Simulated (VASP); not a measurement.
Set up this calculation in VASP 6.6.1, as the native input.

```
Task                   : single point
Functional             : r2SCAN
Potentials or basis    : VASP PAW PBE potentials, release 64 (Al, N)
Cutoff                 : 520 eV
k mesh                 : 12 × 12 × 6
Occupations            : gaussian, width 0.05 eV
Spin                   : no spin polarisation
Dipole correction      : no
Further INCAR settings : ALGO = Normal; EDIFF = 1e-07; NBANDS = 16
```

AlN:

```xyz
4
Lattice="3.1110 0.0000 0.0000 -1.5555 2.6942 0.0000 0.0000 0.0000 4.7291" Properties=species:S:1:pos:R:3 pbc="T T T"
Al    0.0000    1.7961    0.0000
Al    1.5555    0.8981    2.3645
N     0.0000    1.7961    1.8207
N     1.5555    0.8981    4.1853
```

This cell differs from its parent crystal: strain +0.000 along x and y, -0.050 along z.

These files were run (other wordings do the same):

POSCAR

```
AlN
1.0
    3.1110021516      0.0000000000      0.0000000000
   -1.5555010758      2.6942068945      0.0000000000
    0.0000000000      0.0000000000      4.7291000000
Al N
2 2
Direct
    0.3333333333      0.6666666667      0.0000000000
    0.6666666667      0.3333333333      0.5000000000
    0.3333333333      0.6666666667      0.3850000000
    0.6666666667      0.3333333333      0.8850000000
```

INCAR.step1

```
SYSTEM = AlN
ALGO = Normal ; EDIFF = 1E-4
ENCUT = 520 ; GGA = PE
ISMEAR = 0 ; LASPH = .True.
LCHARG = .False. ; LREAL = .False.
LWAVE = .True. ; NBANDS = 16
NELM = 100 ; PREC = Accurate
SIGMA = 0.05
```

INCAR.step2

```
SYSTEM = AlN
ALGO = Normal ; EDIFF = 1E-7
ENCUT = 520 ; ISIF = 2
ISMEAR = 0 ; ISTART = 1
LASPH = .True. ; LCHARG = .False.
LMIXTAU = .True. ; LREAL = .False.
LWAVE = .False. ; METAGGA = R2SCAN
NBANDS = 16 ; NELM = 100
PREC = Accurate ; SIGMA = 0.05
```

KPOINTS

```
k-points
0
Gamma
  12 12 6
  0 0 0
```

Potentials or basis: VASP PAW PBE potentials, release 64 (Al, N).

Command:

```sh
$ cat potpaw_PBE.64/Al/POTCAR potpaw_PBE.64/N/POTCAR > POTCAR
$ cp INCAR.step1 INCAR
$ mpirun -np 1 vasp_std > vasp.out
$ cp INCAR.step2 INCAR
$ mpirun -np 1 vasp_std > vasp.out
```

Results of the run:

| Property | Result |
| --- | --- |
| Pressure | 10.6 GPa |
| Largest force | 0.688 eV/Å |
| Band gap on the k mesh | 5.15 eV |

Caveat: the cell differs from its parent crystal (strain +0.000 along x and y, -0.050 along z); the stress differs along the axes, from 3 to 25 GPa; the PAW data sets were made with another functional, which shifts forces and pressure a little.

It took 2.9 min on 1 thread of Intel Xeon 8259CL (shared host), peak memory 0.18 GiB.
